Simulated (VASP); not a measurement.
Runs of VASP 6.6.1 on AgB2. The structure is that of space group P6/mmm (No. 191), or close to it. The cells are those of the table. 

```tsv
cell	k mesh	gap on the mesh (eV)	pressure (GPa)
a = 3.000, b = 3.000, c = 3.863 Å, angles 90.0, 90.0, 120.0°, 3 atoms	8 × 8 × 5	none	(a)
a = 3.041, b = 3.041, c = 3.914 Å, angles 90.0, 90.0, 120.0°, 3 atoms	8 × 8 × 5	none	-3.2
a = 3.021, b = 3.021, c = 3.889 Å, angles 90.0, 90.0, 120.0°, 3 atoms	8 × 8 × 5	none	0.0
a = 3.005, b = 3.005, c = 3.955 Å, angles 90.0, 90.0, 120.0°, 3 atoms	8 × 8 × 4	none	0.0
```

Alike in all rows: task single point; level PBEsol; potentials or basis VASP PAW PBE potentials, release 64 (Ag, B); no spin polarisation; cutoff (eV) 520; smearing methfessel-paxton 0.05 eV.

Problem. Fill in the values left out.

Solution. (a) 3.7.

Caveats: some runs use coarse meshes; the PAW data sets were made with another functional, which shifts forces and pressure a little; the cell stands under pressure (at least some runs); the cell stands under tension (at least some runs).

A k mesh can miss the band edges, and the runs leave out spin-orbit coupling on Ag.

A gap of «none» marks levels without a gap at the run's occupations.
